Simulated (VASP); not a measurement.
# Ge: single point with PBEsol

Ge:

```
Ge
1.0
     0.00000    2.84279    2.84279
     2.84279    0.00000    2.84279
     2.84279    2.84279    0.00000
Ge
2
Direct
  0.50000 0.50000 0.50000
  0.75000 0.75000 0.75000
```

| Quantity | Value |
| --- | --- |
| Program | VASP 6.6.1 |
| Task | single point |
| Functional | PBEsol |
| Potentials or basis | VASP PAW PBE potentials, release 64 (Ge_d) |
| Cutoff | 520 eV |
| k mesh | 9 × 9 × 9 |
| Occupations | fermi-dirac, width 0.05 eV |
| Spin | no spin polarisation |

```json
{"Pressure": "-0.4 GPa", "Band gap on the k mesh": "zero (filled and empty bands touch)"}
```

Levels at points of the mesh, in eV from the Fermi level:
```tsv
k point	band 11	band 12	band 13	band 14	band 15	band 16	band 17	band 18
(0.00, 0.00, 0.00)	-12.68	-0.13	0.01	0.01	0.01	2.53	2.53	2.53
```

Wall time 18 s on 1 thread of AMD EPYC 9R45 96-Core Processor (Zen 5), with other jobs on the host, peak memory 0.14 GiB.

Caveat: the PAW data sets were made with another functional, which shifts forces and pressure a little.
